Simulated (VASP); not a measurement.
Runs of VASP 6.6.1 on SnTe3. The structure is that of space group Fm-3m (No. 225), or close to it. The cells are those of the table. 

```tsv
level	potentials or basis	cell	gap on the mesh (eV)	pressure (GPa)
LDA	VASP PAW LDA potentials, release 64 (Te, Sn_d)	a = 5.461 Å, angles 60.0°, 4 atoms	none	-3.8
PBEsol	VASP PAW PBE potentials, release 64 (Te, Sn_d)	a = 5.359 Å, angles 60.0°, 4 atoms	none	0.0
PBE	VASP PAW PBE potentials, release 64 (Te, Sn_d)	a = 5.387 Å, angles 60.0°, 4 atoms	none	(a)
r2SCAN	VASP PAW PBE potentials, release 64 (Te, Sn_d)	a = 5.461 Å, angles 60.0°, 4 atoms	none	0.0
PBEsol+D3(BJ)	VASP PAW PBE potentials, release 64 (Te, Sn_d)	a = 5.277 Å, angles 60.0°, 4 atoms	none	-0.4
```

Alike in all rows: task single point; no spin polarisation; k mesh 6 × 6 × 6; cutoff (eV) 520; smearing fermi-dirac 0.05 eV.

Question: Estimate the missing entries.

Answer: (a) 2.2.

Caveats: spin-orbit coupling is left out, which moves the levels of the heavy elements; the PAW data sets were made with another functional, which shifts forces and pressure a little (some runs); three body term missing (some runs); pairwise dispersion overbinds metals, which lowers pressure and volume (some runs).

A k mesh can miss the band edges, and the runs leave out spin-orbit coupling on Sn, Te.

A gap of «none» marks levels without a gap at the run's occupations.
